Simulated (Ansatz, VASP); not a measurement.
## One calculation of NaH, two programs

INCAR

```
SYSTEM = NaH
PREC = Accurate
ENCUT = 520
EDIFF = 1E-7
ISMEAR = 0
SIGMA = 0.02
LREAL = .False.
LASPH = .True.
NELM = 100
ALGO = Normal
ISIF = 2
LWAVE = .False.
LCHARG = .False.
GGA = PE
NBANDS = 11
```

File KPOINTS:

```
regular mesh
0
Gamma
  8 8 8
  0 0 0
```

POSCAR

```
NaH
1.0
    0.0000000000      2.3412689676      2.3412689676
    2.3412689676      0.0000000000      2.3412689676
    2.3412689676      2.3412689676      0.0000000000
Na H
1 1
Direct
    0.0000000000      0.0000000000      0.0000000000
    0.5000000000      0.5000000000      0.5000000000
```

Input for Ansatz:

```yaml
crystal:
  lattice:
    - [0.0, 2.3412689676, 2.3412689676]
    - [2.3412689676, 0.0, 2.3412689676]
    - [2.3412689676, 2.3412689676, 0.0]
  atoms:
    - { symbol: Na, position: [0.0, 0.0, 0.0] }
    - { symbol: H, position: [0.5, 0.5, 0.5] }
basis:
  ecutwfc: 420
kpoints:
  mp_grid: { grid: [8, 8, 8] }
hamiltonian:
  xc: pbe
scf:
  occupations: { method: gaussian, width: 0.02 }
output:
  forces: true
  stress: true
  eigenvalues: true
```

Alike in both runs: task single point; functional PBE; k mesh 8 × 8 × 8; occupations gaussian, width 0.02 eV; no spin polarisation.

|  | VASP | Ansatz |
| --- | --- | --- |
| version | VASP 6.6.1 | Ansatz 0.2.0 |
| potentials or method | VASP PAW PBE potentials, release 64 (Na_pv, H), cutoff 520 eV | scalar-relativistic, plane waves, PAW |
| valence electrons in the cell | 8 | 10 |

```csv
,VASP,Ansatz,Ansatz less VASP
gap on the k mesh at the Fermi level (eV),3.92,3.92,+0.003
least direct gap on the mesh (eV),4.82,4.83,+0.006
pressure (GPa),2.6,2.6,+0.02
```

The functional is the same, so the differences come from potentials, cutoffs and numerics. VASP's potentials hold 8 valence electrons a cell and Ansatz's 10, so a difference there can come from the potentials and not from the codes.
